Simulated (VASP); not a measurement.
# BN (P6_3/mmc) in VASP: a series of runs

BN is run at these levels: PBE, r2SCAN; tasks: single point.

All numbers are computed with VASP 6.6.1; they aren't measurements. Logs are shortened: lines on timing, memory, paths and dates and some standing lists are left out, and cuts for length are marked.

**1. The cell of the first run**

Symmetry: P6_3/mmc, No. 194, hexagonal system. The conventional cell has a = 2.501 Å, b = 2.501 Å, c = 6.524 Å, α = 90.00°, β = 90.00°, γ = 120.00°. B (site symmetry -6m2) has 3 N at 1.44 Å within 1.9 Å. N (site symmetry -6m2) has 3 B at 1.44 Å within 1.9 Å.

**2. Single point, PBE**

INCAR

```
PREC = Accurate ; ENCUT = 520
EDIFF = 1E-6 ; ISMEAR = 0
SIGMA = 0.01 ; LREAL = F
LASPH = T ; NELM = 100
ALGO = Normal ; ISIF = 2
LWAVE = F ; LCHARG = F
GGA = PE ; NBANDS = 16
```

KPOINTS

```
Automatic mesh
0
Gamma
  9 9 4
```

POSCAR

```
BN
1.0
    2.5005826042      0.0000000000      0.0000000000
   -1.2502913021      2.1655680595      0.0000000000
    0.0000000000      0.0000000000      6.5236361402
B N
2 2
Direct
    0.3333333333      0.6666666667      0.2500000000
    0.6666666667      0.3333333333      0.7500000000
    0.3333333333      0.6666666667      0.7500000000
    0.6666666667      0.3333333333      0.2500000000
```

Potentials or basis: VASP PAW PBE potentials, release 64 (B, N).

On the command line:

```bash
cat potpaw_PBE.64/B/POTCAR potpaw_PBE.64/N/POTCAR > POTCAR
mpirun -np 1 vasp_std > vasp.out
```

OUTCAR:

```text
PREC = Accurate
   ENCUT = 520
   EDIFF = 1E-6
   ISMEAR = 0
   LREAL = F
   LASPH = T
   NELM = 100
   ISIF = 2
   GGA = PE

 ion  position               nearest neighbor table
   1  0.333  0.667  0.250-   4 1.44   4 1.44   4 1.44
   2  0.667  0.333  0.750-   3 1.44   3 1.44   3 1.44
   3  0.333  0.667  0.750-   2 1.44   2 1.44   2 1.44
   4  0.667  0.333  0.250-   1 1.44   1 1.44   1 1.44

  LATTYP: Found a hexagonal cell.
 ALAT       =     2.5005826042
 C/A-ratio  =     2.6088464861

  Lattice vectors:

 A1 = (   2.5005826042,   0.0000000000,   0.0000000000)
 A2 = (  -1.2502913021,   2.1655680595,   0.0000000000)
 A3 = (   0.0000000000,   0.0000000000,   6.5236361402)

Analysis of symmetry for initial positions (statically):
=====================================================================
 Subroutine PRICEL returns:
 Original cell was already a primitive cell.

 Routine SETGRP: Setting up the symmetry group for a
 hexagonal supercell.

 Subroutine GETGRP returns: Found 24 space group operations
 (whereof 12 operations were pure point group operations)
 out of a pool of 24 trial point group operations.

The static configuration has the point symmetry D_3d.
 The point group associated with its full space group is D_6h.

Analysis of symmetry for dynamics (positions and initial velocities):
=====================================================================
 Subroutine PRICEL returns:
 Original cell was already a primitive cell.

 Routine SETGRP: Setting up the symmetry group for a
 hexagonal supercell.

 Subroutine GETGRP returns: Found 24 space group operations
 (whereof 12 operations were pure point group operations)
 out of a pool of 24 trial point group operations.

The dynamic configuration has the point symmetry D_3d.
 The point group associated with its full space group is D_6h.

 Subroutine INISYM returns: Found 24 space group operations
 (whereof 12 operations are pure point group operations),
 and found     1 'primitive' translations

----------------------------------------------------------------------------------------

                                     Primitive cell

  volume of cell :      35.3267

  direct lattice vectors                    reciprocal lattice vectors
     2.500582604  0.000000000  0.000000000     0.399906805  0.230886302  0.000000000
    -1.250291302  2.165568059  0.000000000     0.000000000  0.461772603  0.000000000
     0.000000000  0.000000000  6.523636140     0.000000000  0.000000000  0.153288745

  length of vectors
     2.500582604  2.500582604  6.523636140     0.461772603  0.461772603  0.153288745

  position of ions in fractional coordinates (direct lattice)
     0.333333333  0.666666667  0.250000000
     0.666666667  0.333333333  0.750000000
     0.333333333  0.666666667  0.750000000
     0.666666667  0.333333333  0.250000000

  ion indices of the primitive-cell ions
   primitive index   ion index
                 1           1
                 2           2
                 3           3
                 4           4

----------------------------------------------------------------------------------------

 KPOINTS: Automatic mesh

Automatic generation of k-mesh.
 Grid dimensions read from file:
 generate k-points for:    9    9    4

 Generating k-lattice:

  Cartesian coordinates                     Fractional coordinates (reciprocal lattice)
     0.044434089  0.025654034  0.000000000     0.111111111 -0.000000000  0.000000000
     0.000000000  0.051308067  0.000000000     0.000000000  0.111111111  0.000000000
     0.000000000  0.000000000  0.038322186     0.000000000  0.000000000  0.250000000

  Length of vectors
     0.051308067  0.051308067  0.038322186

  Shift w.r.t. Gamma in fractional coordinates (k-lattice)
     0.000000000  0.000000000  0.000000000

 Subroutine IBZKPT returns following result:
 ===========================================

 Found     36 irreducible k-points:

 Following reciprocal coordinates:
            Coordinates               Weight
  0.000000  0.000000  0.000000      1.000000
  0.111111  0.000000  0.000000      6.000000
  0.222222 -0.000000  0.000000      6.000000
  0.333333 -0.000000  0.000000      6.000000
  0.444444 -0.000000  0.000000      6.000000
  0.111111  0.111111  0.000000      6.000000
[... 16 lines left out ...]
  0.333333  0.222222  0.250000     24.000000
  0.333333  0.333333  0.250000      4.000000
 [... further k-points ...]
   k-points           NKPTS =     36   k-points in BZ     NKDIM =     36   number of bands    NBANDS=     16
   number of dos      NEDOS =    301   number of ions     NIONS =      4
   total plane-waves  NPLWV =  20000
   dimension x,y,z NGX =    20 NGY =   20 NGZ =   50
   dimension x,y,z NGXF=    40 NGYF=   40 NGZF=  100
   ions per type =               2   2
   NGX,Y,Z   is equivalent  to a cutoff of  13.30, 13.30, 12.74 a.u.
   NGXF,Y,Z  is equivalent  to a cutoff of  26.59, 26.59, 25.48 a.u.
 SYSTEM =  unknown system
   PREC   = accura    normal or accurate (medium, high low for compatibility)
   ISTART =      0    job   : 0-new  1-cont  2-samecut
   ICHARG =      2    charge: 1-file 2-atom 10-const
   ISPIN  =      1    spin polarized calculation?
   LNONCOLLINEAR =      F non collinear calculations
   LSORBIT =      F    spin-orbit coupling
   LASPH  =      T    aspherical Exc in radial PAW
   ENCUT  =  520.0 eV  38.22 Ry    6.18 a.u.   4.65  4.65 12.13*2*pi/ulx,y,z
   NELM   =    100;   NELMIN=  2; NELMDL= -5     # of ELM steps
   EDIFF  = 0.1E-05   stopping-criterion for ELM
   LREAL  =      F    real-space projection
[... 7 lines left out ...]
   TEBEG  =    0.0;   TEEND  =   0.0 temperature during run
   PSTRESS=    0.0 pullay stress
   NELECT =      16.0000    total number of electrons
   NUPDOWN=      -1.0000    fix difference up-down
   EMIN   =  10.00;   EMAX   =-10.00  energy-range for DOS
   EFERMI =   0.00;   METHOD = LEGACY
   ISMEAR =     0;   SIGMA  =   0.01  broadening in eV -4-tet -1-fermi 0-gaus
   EFERMI_NEDOS =   21; number of points for ismear=-14 and -15
   IALGO  =     38    algorithm
   IMIX   =      4    mixing-type and parameters
     AMIX     =   0.40;   BMIX     =  1.00
     AMIX_MAG =   1.60;   BMIX_MAG =  1.00
  volume/ion in A,a.u.               =       8.83        59.60
  Fermi-wavevector in a.u.,A,eV,Ry     =   1.257228  2.375816 21.505657  1.580621
  Thomas-Fermi vector in A             =   2.390897
   LORBIT       =      0    0 simple, 1 ext, 2 COOP (PROOUT), +10 PAW based schemes
   GGA     = PE    functional components
   LHFCALC =     F    Hartree Fock is set to
   AEXX    =    0.0000 exact exchange contribution
   IVDW    =     0    specifies the selected vdW correction
   LEPSILON=     F    determine dielectric tensor
   LRPA    =     F    only Hartree local field effects (RPA)
 non-spin polarized calculation
 Gauss-broadening in eV      SIGMA  =   0.01
  energy-cutoff  :      520.00
  volume of cell :       35.33
 maximum number of plane-waves:       973
 NGX is ok and might be reduce to    20
   NGX =  9   NGY =  9   NGZ = 25

 number of electron      15.9999997 magnetization

 Free energy of the ion-electron system (eV)
  ---------------------------------------------------
  ext. energy  EPLUGINS =         0.00000000
  ---------------------------------------------------
  free energy    TOTEN  =       -35.13684162 eV

  energy without entropy =      -35.13684162  energy(sigma->0) =      -35.13684162

 E-fermi :   2.4982     XC(G=0): -10.1960

 val. band max:        2.4337963529   @ k =   0.3333   0.3333   0.5000
 cond. band min:       6.8168021187   @ k =   0.4444   0.1111   0.0000
 fundamental gap:      4.3830057658
 Fermi energy:         2.4981686770

 k-point     1 :       0.0000    0.0000    0.0000
  band No.  band energies     occupation
      1     -15.4080      2.00000
      2     -15.0718      2.00000
      3      -3.8786      2.00000
      4      -1.5673      2.00000
      5       1.1083      2.00000
      6       1.1083      2.00000
[... 8 lines left out ...]
     15      14.8252      0.00000
     16      15.5259      0.00000

 k-point     2 :       0.1111    0.0000    0.0000
  band No.  band energies     occupation
      1     -15.1657      2.00000
      2     -14.8388      2.00000
      3      -3.5459      2.00000
      4      -1.2712      2.00000
      5       0.1472      2.00000
      6       0.1882      2.00000
[... 8 lines left out ...]
     15      15.1849      0.00000
     16      15.6281      0.00000

 k-point     3 :       0.2222   -0.0000    0.0000
  band No.  band energies     occupation
      1     -14.4637      2.00000
      2     -14.1656      2.00000
      3      -2.5710      2.00000
      4      -2.0585      2.00000
      5      -1.9937      2.00000
      6      -0.4189      2.00000
[... 8 lines left out ...]
     15      17.6987      0.00000
     16      17.8265      0.00000

 k-point     4 :       0.3333   -0.0000    0.0000
  band No.  band energies     occupation
      1     -13.4096      2.00000
      2     -13.1675      2.00000
      3      -4.4741      2.00000
      4      -4.3782      2.00000
      5      -1.1600      2.00000
      6      -1.0879      2.00000
[... 8 lines left out ...]
     15      18.2530      0.00000
     16      21.0579      0.00000

 k-point     5 :       0.4444   -0.0000    0.0000
  band No.  band energies     occupation
      1     -12.3790      2.00000
      2     -12.2480      2.00000
      3      -6.2187      2.00000
      4      -6.1317      2.00000
      5      -1.6534      2.00000
      6      -1.5776      2.00000
[... 8 lines left out ...]
     15      17.8138      0.00000
     16      21.6968      0.00000

 k-point     6 :       0.1111    0.1111    0.0000
  band No.  band energies     occupation
      1     -14.6928      2.00000
      2     -14.3847      2.00000
      3      -2.8914      2.00000
      4      -1.2481      2.00000
      5      -1.2221      2.00000
      6      -0.6958      2.00000
[... 8 lines left out ...]
     15      16.3764      0.00000
     16      17.7696      0.00000

 k-point     7 :       0.2222    0.1111    0.0000
  band No.  band energies     occupation
      1     -13.8053      2.00000
      2     -13.5383      2.00000
      3      -3.3489      2.00000
      4      -3.2869      2.00000
      5      -1.6368      2.00000
      6      -1.3447      2.00000
[... 8 lines left out ...]
     15      17.5219      0.00000
     16      18.3372      0.00000

 k-point     8 :       0.3333    0.1111    0.0000
  band No.  band energies     occupation
      1     -12.7063      2.00000
      2     -12.5182      2.00000
      3      -5.4023      2.00000
      4      -5.3098      2.00000
      5      -2.1219      2.00000
      6      -2.0407      2.00000
[... 8 lines left out ...]
     15      17.6224      0.00000
     16      20.9352      0.00000

 k-point     9 :       0.4444    0.1111    0.0000
  band No.  band energies     occupation
      1     -12.0631      2.00000
      2     -11.9853      2.00000
      3      -6.3466      2.00000
      4      -6.2668      2.00000
      5      -2.3912      2.00000
      6      -2.3065      2.00000
[... 8 lines left out ...]
     15      16.6498      0.00000
     16      21.3401      0.00000
[... 172 lines left out ...]
 k-point    19 :       0.2222    0.1111    0.2500
  band No.  band energies     occupation
      1     -13.7680      2.00000
      2     -13.5794      2.00000
      3      -3.3466      2.00000
      4      -3.3009      2.00000
      5      -1.4034      2.00000
      6      -1.3238      2.00000
[... 8 lines left out ...]
     15      17.8643      0.00000
     16      18.2876      0.00000

 k-point    20 :       0.3333    0.1111    0.2500
  band No.  band energies     occupation
      1     -12.6795      2.00000
      2     -12.5466      2.00000
      3      -5.3922      2.00000
      4      -5.3266      2.00000
      5      -2.1115      2.00000
      6      -2.0539      2.00000
[... 8 lines left out ...]
     15      18.2051      0.00000
     16      20.5605      0.00000

 k-point    21 :       0.4444    0.1111    0.2500
  band No.  band energies     occupation
      1     -12.0515      2.00000
      2     -11.9965      2.00000
      3      -6.3387      2.00000
      4      -6.2823      2.00000
      5      -2.3799      2.00000
      6      -2.3199      2.00000
[... 8 lines left out ...]
     15      17.5738      0.00000
     16      21.0327      0.00000

 k-point    22 :       0.2222    0.2222    0.2500
  band No.  band energies     occupation
      1     -12.8095      2.00000
      2     -12.6629      2.00000
      3      -4.6173      2.00000
      4      -4.6117      2.00000
      5      -2.8262      2.00000
      6      -2.7819      2.00000
[... 8 lines left out ...]
     15      16.9916      0.00000
     16      18.3812      0.00000

 k-point    23 :       0.3333    0.2222    0.2500
  band No.  band energies     occupation
      1     -11.9237      2.00000
      2     -11.8518      2.00000
      3      -5.7451      2.00000
      4      -5.6796      2.00000
      5      -3.6933      2.00000
      6      -3.6374      2.00000
[... 8 lines left out ...]
     15      18.0981      0.00000
     16      19.5207      0.00000

 k-point    24 :       0.3333    0.3333    0.2500
  band No.  band energies     occupation
      1     -11.5528      2.00000
      2     -11.5528      2.00000
      3      -5.5432      2.00000
      4      -5.4131      2.00000
      5      -4.7164      2.00000
      6      -4.7164      2.00000
[... 8 lines left out ...]
     15      19.8015      0.00000
     16      20.4270      0.00000

 [... further k-points ...]

------------------------ aborting loop because EDIFF is reached ----------------------------------------

  FORCE on cell =-STRESS in cart. coord.  units (eV):
  Direction    XX          YY          ZZ          XY          YZ          ZX
  --------------------------------------------------------------------------------------
  -------------------------------------------------------------------------------------
  Total        1.1831540      1.1831540      0.7683419      0.0000000      0.0000000      0.0000000
  in kB       53.6598066     53.6598066     34.8467552      0.0000000      0.0000000      0.0000000
  external PRESSURE =      47.3887895 kB  Pullay stress =       0.0000000 kB

 VOLUME and BASIS-vectors are now :
 -----------------------------------------------------------------------------
  energy-cutoff  :      520.00
  volume of cell :       35.33
      direct lattice vectors                 reciprocal lattice vectors
     2.500582604  0.000000000  0.000000000     0.399906805  0.230886302  0.000000000
    -1.250291302  2.165568059  0.000000000     0.000000000  0.461772603  0.000000000
     0.000000000  0.000000000  6.523636140     0.000000000  0.000000000  0.153288745

 POSITION                                       TOTAL-FORCE (eV/Angst)
 -----------------------------------------------------------------------------------
     -0.00000      1.44371      1.63091         0.000000     -0.000000      0.000000
      1.25029      0.72186      4.89273        -0.000000      0.000000      0.000000
     -0.00000      1.44371      4.89273        -0.000000     -0.000000      0.000000
      1.25029      0.72186      1.63091        -0.000000      0.000000      0.000000
 -----------------------------------------------------------------------------------
    total drift:                               -0.000000      0.000000     -0.000000

  FREE ENERGIE OF THE ION-ELECTRON SYSTEM (eV)
  ---------------------------------------------------
  free  energy   TOTEN  =       -35.1368416219 eV

  energy  without entropy=      -35.1368416219  energy(sigma->0) =      -35.13684162
```

Wall time 14 s (1 thread of Intel Xeon Platinum 8375C at 2.90GHz (Ice Lake), shared host); peak memory 0.15 GiB.

What came out:

- Free energy: -35.1368 eV
- Pressure: 4.7 GPa
- Band gap on the k mesh: 4.38 eV, indirect (least direct gap 4.65 eV)

Caveat: this functional lacks dispersion, which binds the layers, so the pressure and a relaxed spacing across them are unreliable.

[end of part 1 of 3]
